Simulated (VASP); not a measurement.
# Fe (Im-3m) in VASP: notebook

The runs below take Fe through single point, with PBE.

Everything below comes from runs of VASP 6.6.1. Logs are shortened: lines on timing, memory, paths and dates and some standing lists are left out, and cuts for length are marked.

## (1) The cell of the first run

The structure is cubic, space group Im-3m (No. 229). Conventional cell: a = 2.762 Å, b = 2.762 Å, c = 2.762 Å, α = 90.00°, β = 90.00°, γ = 90.00°. Within 3.2 Å of Fe (site symmetry m-3m) lie 14 Fe at 2.39 to 2.76 Å.

## (2) Single point, PBE

INCAR reads:

```
ALGO = Normal ; EDIFF = 1E-6
ENCUT = 600 ; GGA = PE
GGA_COMPAT = F ; ISIF = 2
ISMEAR = 1 ; LASPH = T
LCHARG = F ; LREAL = F
LWAVE = F ; NBANDS = 10
NELM = 120 ; PREC = Accurate
SIGMA = 0.2
```

KPOINTS reads:

```
k-points
0
Gamma
  16 16 16
```

POSCAR reads:

```
Fe
1.0
   -1.3807996972      1.3807996972      1.3807996972
    1.3807996972     -1.3807996972      1.3807996972
    1.3807996972      1.3807996972     -1.3807996972
Fe
1
Direct
    0.0000000000      0.0000000000      0.0000000000
```

Potentials or basis: VASP PAW PBE potentials, release 64 (Fe).

The run is started by

```sh
$ cat potpaw_PBE.64/Fe/POTCAR > POTCAR
$ mpirun -np 1 vasp_std > vasp.out
```

OUTCAR:

```text
EDIFF = 1E-6
   ENCUT = 600
   GGA = PE
   ISIF = 2
   ISMEAR = 1
   LASPH = T
   LREAL = F
   NELM = 120
   PREC = Accurate

 ion  position               nearest neighbor table
   1  0.000  0.000  0.000-

  LATTYP: Found a body centered cubic cell.
 ALAT       =     2.7615993944

  Lattice vectors:

 A1 = (  -1.3807996972,   1.3807996972,   1.3807996972)
 A2 = (   1.3807996972,  -1.3807996972,   1.3807996972)
 A3 = (   1.3807996972,   1.3807996972,  -1.3807996972)

Analysis of symmetry for initial positions (statically):
=====================================================================
 Subroutine PRICEL returns:
 Original cell was already a primitive cell.

 Routine SETGRP: Setting up the symmetry group for a
 body centered cubic supercell.

 Subroutine GETGRP returns: Found 48 space group operations
 (whereof 48 operations were pure point group operations)
 out of a pool of 48 trial point group operations.

The static configuration has the point symmetry O_h .

Analysis of symmetry for dynamics (positions and initial velocities):
=====================================================================
 Subroutine PRICEL returns:
 Original cell was already a primitive cell.

 Routine SETGRP: Setting up the symmetry group for a
 body centered cubic supercell.

 Subroutine GETGRP returns: Found 48 space group operations
 (whereof 48 operations were pure point group operations)
 out of a pool of 48 trial point group operations.

The dynamic configuration has the point symmetry O_h .

 Subroutine INISYM returns: Found 48 space group operations
 (whereof 48 operations are pure point group operations),
 and found     1 'primitive' translations

----------------------------------------------------------------------------------------

                                     Primitive cell

  volume of cell :      10.5306

  direct lattice vectors                    reciprocal lattice vectors
    -1.380799697  1.380799697  1.380799697     0.000000000  0.362109002  0.362109002
     1.380799697 -1.380799697  1.380799697     0.362109002  0.000000000  0.362109002
     1.380799697  1.380799697 -1.380799697     0.362109002  0.362109002  0.000000000

  length of vectors
     2.391615231  2.391615231  2.391615231     0.512099461  0.512099461  0.512099461

  position of ions in fractional coordinates (direct lattice)
     0.000000000  0.000000000  0.000000000

  ion indices of the primitive-cell ions
   primitive index   ion index
                 1           1

----------------------------------------------------------------------------------------

 KPOINTS: k-points

Automatic generation of k-mesh.
 Grid dimensions read from file:
 generate k-points for:   16   16   16

 Generating k-lattice:

  Cartesian coordinates                     Fractional coordinates (reciprocal lattice)
     0.000000000  0.022631813  0.022631813     0.062500000  0.000000000  0.000000000
     0.022631813  0.000000000  0.022631813     0.000000000  0.062500000  0.000000000
     0.022631813  0.022631813  0.000000000     0.000000000  0.000000000  0.062500000

  Length of vectors
     0.032006216  0.032006216  0.032006216

  Shift w.r.t. Gamma in fractional coordinates (k-lattice)
     0.000000000  0.000000000  0.000000000

 Subroutine IBZKPT returns following result:
 ===========================================

 Found    145 irreducible k-points:

 Following reciprocal coordinates:
            Coordinates               Weight
  0.000000  0.000000  0.000000      1.000000
  0.062500  0.000000  0.000000     12.000000
  0.125000  0.000000  0.000000     12.000000
  0.187500  0.000000  0.000000     12.000000
  0.250000  0.000000  0.000000     12.000000
  0.312500  0.000000  0.000000     12.000000
[... 16 lines left out ...]
  0.187500  0.187500  0.000000     24.000000
  0.250000  0.187500 -0.000000     48.000000
 [... further k-points ...]
   k-points           NKPTS =    145   k-points in BZ     NKDIM =    145   number of bands    NBANDS=     10
   number of dos      NEDOS =    301   number of ions     NIONS =      1
   total plane-waves  NPLWV =   8000
   dimension x,y,z NGX =    20 NGY =   20 NGZ =   20
   dimension x,y,z NGXF=    40 NGYF=   40 NGZF=   40
   ions per type =               1
   NGX,Y,Z   is equivalent  to a cutoff of  13.90, 13.90, 13.90 a.u.
   NGXF,Y,Z  is equivalent  to a cutoff of  27.80, 27.80, 27.80 a.u.
 SYSTEM =  unknown system
   PREC   = accura    normal or accurate (medium, high low for compatibility)
   ISTART =      0    job   : 0-new  1-cont  2-samecut
   ICHARG =      2    charge: 1-file 2-atom 10-const
   ISPIN  =      1    spin polarized calculation?
   LNONCOLLINEAR =      F non collinear calculations
   LSORBIT =      F    spin-orbit coupling
   LASPH  =      T    aspherical Exc in radial PAW
   ENCUT  =  600.0 eV  44.10 Ry    6.64 a.u.   4.78  4.78  4.78*2*pi/ulx,y,z
   NELM   =    120;   NELMIN=  2; NELMDL= -5     # of ELM steps
   EDIFF  = 0.1E-05   stopping-criterion for ELM
   LREAL  =      F    real-space projection
   EDIFFG = 0.1E-04   stopping-criterion for IOM
   NSW    =      0    number of steps for IOM
   IBRION =     -1    ionic relax: 0-MD 1-quasi-New 2-CG
   NFREE  =      0    steps in history (QN), initial steepest desc. (CG)
   ISIF   =      2    stress and relaxation
   ISYM   =      2    0-nonsym 1-usesym 2-fastsym
   POTIM  = 0.5000    time-step for ionic-motion
   TEBEG  =    0.0;   TEEND  =   0.0 temperature during run
   PSTRESS=    0.0 pullay stress
   NELECT =       8.0000    total number of electrons
   NUPDOWN=      -1.0000    fix difference up-down
   EMIN   =  10.00;   EMAX   =-10.00  energy-range for DOS
   EFERMI =   0.00;   METHOD = LEGACY
   ISMEAR =     1;   SIGMA  =   0.20  broadening in eV -4-tet -1-fermi 0-gaus
   EFERMI_NEDOS =   21; number of points for ismear=-14 and -15
   IALGO  =     38    algorithm
   IMIX   =      4    mixing-type and parameters
     AMIX     =   0.40;   BMIX     =  1.00
     AMIX_MAG =   1.60;   BMIX_MAG =  1.00
  volume/ion in A,a.u.               =      10.53        71.06
  Fermi-wavevector in a.u.,A,eV,Ry     =   1.493783  2.822840 30.359868  2.231387
  Thomas-Fermi vector in A             =   2.606139
   LORBIT       =      0    0 simple, 1 ext, 2 COOP (PROOUT), +10 PAW based schemes
   GGA     = PE    functional components
   LHFCALC =     F    Hartree Fock is set to
   AEXX    =    0.0000 exact exchange contribution
   IVDW    =     0    specifies the selected vdW correction
   LEPSILON=     F    determine dielectric tensor
   LRPA    =     F    only Hartree local field effects (RPA)
 non-spin polarized calculation
 Methfessel and Paxton  Order N= 1 SIGMA  =   0.20
  energy-cutoff  :      600.00
  volume of cell :       10.53
 maximum number of plane-waves:       370
   NGX =  9   NGY =  9   NGZ =  9

 number of electron       7.9999995 magnetization

 Free energy of the ion-electron system (eV)
  ---------------------------------------------------
  ext. energy  EPLUGINS =         0.00000000
  ---------------------------------------------------
  free energy    TOTEN  =        -7.76238556 eV

  energy without entropy =       -7.76119442  energy(sigma->0) =       -7.76198852

 E-fermi :   6.6954     XC(G=0): -13.5955

 val. band max:        6.6932209602   @ k =   0.3125   0.1875   0.0625
 cond. band min:       6.6975378218   @ k =   0.1250   0.0625  -0.0000
 fundamental gap:      0.0043168616
 Fermi energy:         6.6954109036

 k-point     1 :       0.0000    0.0000    0.0000
  band No.  band energies     occupation
      1      -2.1797      2.00000
      2       4.9074      2.00000
      3       4.9074      2.00000
      4       4.9074      2.00000
      5       6.6393      1.45441
      6       6.6393      1.45440
      7      32.3107      0.00000
      8      32.3107      0.00000
      9      32.3107      0.00000
     10      38.0639      0.00000

 k-point     2 :       0.0625    0.0000    0.0000
  band No.  band energies     occupation
      1      -2.0074      2.00000
      2       4.8540      2.00000
      3       4.9010      2.00000
      4       5.0074      2.00000
      5       6.5834      1.80259
      6       6.6437      1.42182
      7      31.3502      0.00000
      8      32.1061      0.00000
      9      32.2512      0.00000
     10      37.5479      0.00000

 k-point     3 :       0.1250    0.0000    0.0000
  band No.  band energies     occupation
      1      -1.5044      2.00000
      2       4.7040      2.00000
      3       4.8646      2.00000
      4       5.2983      2.00000
      5       6.4585      2.07040
      6       6.6581      1.31011
      7      29.1596      0.00000
      8      31.3517      0.00000
      9      32.1032      0.00000
     10      36.7990      0.00000

 k-point     4 :       0.1875    0.0000    0.0000
  band No.  band energies     occupation
      1      -0.7193      2.00000
      2       4.4849      2.00000
      3       4.7731      2.00000
      4       5.7520      2.00000
      5       6.3649      2.04132
      6       6.6854      1.08458
      7      26.4438      0.00000
      8      30.0973      0.00000
      9      31.9254      0.00000
     10      34.6238      0.00000
[... 222 lines left out ...]
 k-point    22 :       0.4375    0.1250   -0.0000
  band No.  band energies     occupation
      1       2.1566      2.00000
      2       3.6694      2.00000
      3       5.5553      2.00000
      4       6.5778      1.82913
      5       7.2249     -0.00117
      6       9.7299     -0.00000
      7      15.2510      0.00000
      8      23.2118      0.00000
      9      27.2330      0.00000
     10      33.0488      0.00000

 k-point    23 :       0.1875    0.1875    0.0000
  band No.  band energies     occupation
      1       1.5336      2.00000
      2       4.0370      2.00000
      3       4.2391      2.00000
      4       6.2616      2.00892
      5       6.9012     -0.05574
      6       7.5810     -0.00000
      7      22.2860      0.00000
      8      23.3407      0.00000
      9      29.3652      0.00000
     10      33.4914      0.00000

 k-point    24 :       0.2500    0.1875   -0.0000
  band No.  band energies     occupation
      1       2.2316      2.00000
      2       3.8333      2.00000
      3       4.3104      2.00000
      4       6.3630      2.04047
      5       6.9753     -0.06360
      6       8.5499     -0.00000
      7      19.8852      0.00000
      8      22.0156      0.00000
      9      28.3068      0.00000
     10      33.7181      0.00000

 [... further k-points ...]

------------------------ aborting loop because EDIFF is reached ----------------------------------------

  FORCE on cell =-STRESS in cart. coord.  units (eV):
  Direction    XX          YY          ZZ          XY          YZ          ZX
  --------------------------------------------------------------------------------------
  -------------------------------------------------------------------------------------
  Total       -0.1126497     -0.1126497     -0.1126497     -0.0000000     -0.0000000     -0.0000000
  in kB      -17.1391178    -17.1391178    -17.1391178     -0.0000000     -0.0000000     -0.0000000
  external PRESSURE =     -17.1391178 kB  Pullay stress =       0.0000000 kB

 VOLUME and BASIS-vectors are now :
 -----------------------------------------------------------------------------
  energy-cutoff  :      600.00
  volume of cell :       10.53
      direct lattice vectors                 reciprocal lattice vectors
    -1.380799697  1.380799697  1.380799697     0.000000000  0.362109002  0.362109002
     1.380799697 -1.380799697  1.380799697     0.362109002  0.000000000  0.362109002
     1.380799697  1.380799697 -1.380799697     0.362109002  0.362109002  0.000000000

 POSITION                                       TOTAL-FORCE (eV/Angst)
 -----------------------------------------------------------------------------------
      0.00000      0.00000      0.00000         0.000000      0.000000      0.000000
 -----------------------------------------------------------------------------------
    total drift:                                0.000000      0.000000      0.000000

  FREE ENERGIE OF THE ION-ELECTRON SYSTEM (eV)
  ---------------------------------------------------
  free  energy   TOTEN  =        -7.7623855608 eV

  energy  without entropy=       -7.7611944245  energy(sigma->0) =       -7.76198852
```

It took 13 s on 1 thread of Intel Xeon Platinum 8375C at 2.90GHz (Ice Lake), shared host; peak memory 0.14 GiB.

Results:

| Property | Result |
| --- | --- |
| Free energy | -7.7624 eV |
| Pressure | -1.7 GPa |
| Band gap on the k mesh | zero (bands 4 and 5 overlap by 2.03 eV) |

Levels at points of the mesh, in eV from the Fermi level:
| k point | band 1 | band 2 | band 3 | band 4 | band 5 | band 6 | band 7 | band 8 | band 9 |
| --- | --- | --- | --- | --- | --- | --- | --- | --- | --- |
| (0.00, 0.00, 0.00) | -8.88 | -1.79 | -1.79 | -1.79 | -0.06 | -0.06 | 25.62 | 25.62 | 25.62 |
| (0.50, 0.00, 0.00) | -4.89 | -3.08 | -0.08 | 0.19 | 0.49 | 1.34 | 8.52 | 18.97 | 21.65 |
| (0.50, 0.50, 0.50) | -4.64 | -4.64 | 1.02 | 1.02 | 1.02 | 10.55 | 10.55 | 10.55 | 16.79 |

Caveat: the run has no spin polarisation, though such a crystal can be magnetic. Spin polarisation is off, so any magnetic state and its effect on volume and gap are missing.

## (3) Single point, PBE

INCAR reads:

```
PREC     = Accurate       # precision mode
ENCUT    = 600            # plane-wave cutoff, eV
EDIFF    = 1E-6           # SCF threshold, eV
ISMEAR   = 1              # smearing method
SIGMA    = 0.6            # smearing width, eV
LREAL    = F              # projectors in reciprocal space
LASPH    = T              # aspherical terms in the spheres
NELM     = 120            # most SCF steps
ALGO     = Normal         # electronic algorithm
ISIF     = 2              # what is computed and relaxed
LWAVE    = F              # write WAVECAR
LCHARG   = F              # write CHGCAR
GGA      = PE             # functional
NBANDS   = 10             # bands
GGA_COMPAT= F
```

KPOINTS reads:

```
Automatic mesh
0
Gamma
  16 16 16
```

POSCAR is that of step 2.

Potentials or basis: VASP PAW PBE potentials, release 64 (Fe).

The run is started by

```sh
$ cat potpaw_PBE.64/Fe/POTCAR > POTCAR
$ mpirun -np 1 vasp_std > vasp.out
```

Run time: 11 s. Hardware: 1 thread of Intel Xeon Platinum 8375C at 2.90GHz (Ice Lake), shared host; peak memory 0.13 GiB.

The run converged. Its results:

- Free energy: -7.7930 eV
- Pressure: -0.2 GPa
- Band gap on the k mesh: zero (bands 4 and 5 overlap by 2.03 eV)

Levels at points of the mesh, in eV from the Fermi level:
| k point | band 1 | band 2 | band 3 | band 4 | band 5 | band 6 | band 7 | band 8 | band 9 |
| --- | --- | --- | --- | --- | --- | --- | --- | --- | --- |
| (0.00, 0.00, 0.00) | -8.87 | -1.77 | -1.77 | -1.77 | -0.03 | -0.03 | 25.62 | 25.62 | 25.62 |
| (0.50, 0.00, 0.00) | -4.87 | -3.06 | -0.05 | 0.22 | 0.50 | 1.36 | 8.54 | 18.98 | 21.66 |
| (0.50, 0.50, 0.50) | -4.62 | -4.62 | 1.04 | 1.04 | 1.04 | 10.56 | 10.56 | 10.56 | 16.81 |

Caveat: so wide a smearing shifts energies and pressures; the run has no spin polarisation, though such a crystal can be magnetic. Spin polarisation is off, so any magnetic state and its effect on volume and gap are missing.

## (4) Single point, PBE

INCAR reads:

```
ALGO = Normal
EDIFF = 1E-6
ENCUT = 600
GGA = PE
GGA_COMPAT = False
ISIF = 2
ISMEAR = -1
LASPH = True
LCHARG = False
LREAL = False
LWAVE = False
NBANDS = 10
NELM = 120
PREC = Accurate
SIGMA = 0.1
```

KPOINTS reads:

```
k-points
0
Gamma
  17 17 17
```

POSCAR is that of step 3.

The run is started by

```sh
$ cat potpaw_PBE.64/Fe/POTCAR > POTCAR
$ mpirun -np 1 vasp_std > vasp.out
```

Run time: 12 s. Hardware: 1 thread of Intel Xeon Platinum 8375C at 2.90GHz (Ice Lake), shared host; peak memory 0.14 GiB.

The run converged. Its results:

```
Free energy            : -7.8174 eV
Pressure               : -0.5 GPa
Band gap on the k mesh : zero (bands 4 and 5 overlap by 2.00 eV)
```

Levels at points of the mesh, in eV from the Fermi level:
| k point | band 1 | band 2 | band 3 | band 4 | band 5 | band 6 | band 7 | band 8 | band 9 |
| --- | --- | --- | --- | --- | --- | --- | --- | --- | --- |
| (0.00, 0.00, 0.00) | -8.87 | -1.77 | -1.77 | -1.77 | -0.04 | -0.04 | 25.62 | 25.62 | 25.62 |

Caveat: the run has no spin polarisation, though such a crystal can be magnetic. Spin polarisation is off, so any magnetic state and its effect on volume and gap are missing.

## (5) Single point, PBE

INCAR reads:

```
PREC = Accurate
ENCUT = 600
EDIFF = 1E-6
ISMEAR = -1
SIGMA = 0.1
LREAL = False
LASPH = True
NELM = 120
ALGO = Normal
ISIF = 2
LWAVE = False
LCHARG = False
GGA = PE
NBANDS = 10
GGA_COMPAT = False
```

KPOINTS reads:

```
regular mesh
0
Gamma
  23 23 23
```

POSCAR is that of step 4.

The run is started by

```sh
$ cat potpaw_PBE.64/Fe/POTCAR > POTCAR
$ mpirun -np 1 vasp_std > vasp.out
```

Wall time 32 s (1 thread of Intel Xeon Platinum 8375C at 2.90GHz (Ice Lake), shared host); peak memory 0.16 GiB.

The run converged. Its results:

```yaml
Free_energy: -7.8174 eV
Pressure: -0.5 GPa
Band_gap_on_the_k_mesh: zero (bands 4 and 5 overlap by 2.04 eV)
```

Levels at points of the mesh, in eV from the Fermi level:
| k point | band 1 | band 2 | band 3 | band 4 | band 5 | band 6 | band 7 | band 8 | band 9 |
| --- | --- | --- | --- | --- | --- | --- | --- | --- | --- |
| (0.00, 0.00, 0.00) | -8.87 | -1.77 | -1.77 | -1.77 | -0.04 | -0.04 | 25.62 | 25.62 | 25.62 |

Caveat: the run has no spin polarisation, though such a crystal can be magnetic. Spin polarisation is off, so any magnetic state and its effect on volume and gap are missing.

## (6) Summary

```tsv
k mesh	smearing	gap on the mesh (eV)	pressure (GPa)
16 × 16 × 16	methfessel-paxton 0.2 eV	none	-1.7
16 × 16 × 16	methfessel-paxton 0.6 eV	none	-0.2
17 × 17 × 17	fermi-dirac 0.1 eV	none	-0.5
23 × 23 × 23	fermi-dirac 0.1 eV	none	-0.5
```

Alike in all rows: task single point; level PBE; potentials or basis VASP PAW PBE potentials, release 64 (Fe); no spin polarisation; cell as given; cutoff (eV) 600.

Caveats: the run has no spin polarisation, though such a crystal can be magnetic; so wide a smearing shifts energies and pressures (at least some runs).

Total energies depend on the potentials used, so only differences within one code and one set of settings carry meaning.
